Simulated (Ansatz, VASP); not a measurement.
## One calculation of Hg, two programs

File INCAR:

```
  ALGO = Normal
  EDIFF = 1E-6
  ENCUT = 500
  GGA = PE
  GGA_COMPAT = False
  ISIF = 2
  ISMEAR = 0
  LASPH = True
  LCHARG = False
  LREAL = False
  LWAVE = False
  NBANDS = 12
  NELM = 120
  PREC = Accurate
  SIGMA = 0.05
```

Contents of KPOINTS:

```
k-points
0
Gamma
  16 16 16
```

File POSCAR:

```
Hg
1.0
    0.0000000000      2.4498735208      2.4498735208
    2.4498735208      0.0000000000      2.4498735208
    2.4498735208      2.4498735208      0.0000000000
Hg
1
Direct
    0.0000000000      0.0000000000      0.0000000000
```

Input for Ansatz:

```yaml
crystal:
  lattice:
    - [0.0, 2.4498735208, 2.4498735208]
    - [2.4498735208, 0.0, 2.4498735208]
    - [2.4498735208, 2.4498735208, 0.0]
  atoms:
    - { symbol: Hg, position: [0.0, 0.0, 0.0] }
basis:
  ecutwfc: 600
  ecutrho_ratio: 5
kpoints:
  mp_grid: { grid: [16, 16, 16] }
hamiltonian:
  xc: pbe
scf:
  occupations: { method: gaussian, width: 0.05 }
output:
  forces: true
  stress: true
  eigenvalues: true
```

Alike in both runs: task single point; functional PBE; k mesh 16 × 16 × 16; occupations gaussian, width 0.05 eV; no spin polarisation.

|  | VASP | Ansatz |
| --- | --- | --- |
| version | VASP 6.6.1 | Ansatz 0.2.0 |
| potentials or method | VASP PAW PBE potentials, release 64 (Hg), cutoff 500 eV | scalar-relativistic, plane waves, PAW |
| valence electrons in the cell | 12 | 20 |

```csv
,VASP,Ansatz,Ansatz less VASP
gap on the k mesh at the Fermi level (eV),none,none,-
pressure (GPa),0.4,0.3,-0.12
```

A gap of «none» marks a metal or a gap that the smearing closes. With one functional, cell and mesh, what is left measures potentials, basis and numerics. VASP's potentials hold 12 valence electrons a cell and Ansatz's 20, so a difference there can come from the potentials and not from the codes.

Spin-orbit coupling is off throughout.
